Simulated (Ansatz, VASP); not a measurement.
Ag: VASP beside Ansatz

INCAR

```
ALGO     = Normal         # electronic algorithm
EDIFF    = 1E-6           # SCF threshold, eV
ENCUT    = 520            # plane-wave cutoff, eV
GGA      = PE             # functional
ISIF     = 2              # what is computed and relaxed
ISMEAR   = -1             # smearing method
LASPH    = True           # aspherical terms in the spheres
LCHARG   = False          # write CHGCAR
LREAL    = False          # projectors in reciprocal space
LWAVE    = False          # write WAVECAR
NBANDS   = 12             # bands
NELM     = 60             # most SCF steps
PREC     = Accurate       # precision mode
SIGMA    = 0.1            # smearing width, eV
```

KPOINTS

```
k-points
0
Gamma
  3 3 3
```

POSCAR

```
Ag
1.0
    0.0000000000      2.0734381516      2.0734381516
    2.0734381516      0.0000000000      2.0734381516
    2.0734381516      2.0734381516      0.0000000000
Ag
1
Direct
    0.0000000000      0.0000000000      0.0000000000
```

Input for Ansatz:

```yaml
crystal:
  lattice:
    - [0.0, 2.0734381516, 2.0734381516]
    - [2.0734381516, 0.0, 2.0734381516]
    - [2.0734381516, 2.0734381516, 0.0]
  atoms:
    - { symbol: Ag, position: [0.0, 0.0, 0.0] }
hamiltonian:
  xc: pbe
  pseudopotentials:
    kind: paw
    azcp:
      Ag: "pseudopotentials/Ag.paw.azcp"
basis:
  ecutwfc: 420
  fft_grid_basis: typed
kpoints:
  mp_grid: { grid: [3, 3, 3], shift: [0, 0, 0] }
magnetization:
  spin_polarized: false
scf:
  occupations: { method: fermi_dirac, width: 0.1 }
  lower_state_search: "off"
output:
  stress: true
  write_density: true
  write_potential: true
  elf: true
  volumetric_format: npy
```

Alike in both runs: task single point; functional PBE; k mesh 3 × 3 × 3; occupations fermi-dirac, width 0.1 eV; no spin polarisation.

```csv
,VASP,Ansatz
version,VASP 6.6.1,Ansatz 0.2.0
potentials or method,"VASP PAW PBE potentials, release 64 (Ag), cutoff 520 eV","plane waves (420 eV) with PAW, scalar-relativistic"
valence electrons in the cell,11,19
```

|  | VASP | Ansatz | Ansatz less VASP |
| --- | --- | --- | --- |
| pressure (GPa) | -3.1 | -2.9 | +0.12 |

VASP's potentials hold 11 valence electrons a cell and Ansatz's 19, so a difference there can come from the potentials and not from the codes.

The k mesh is coarse, so the values compare programs but aren't converged.
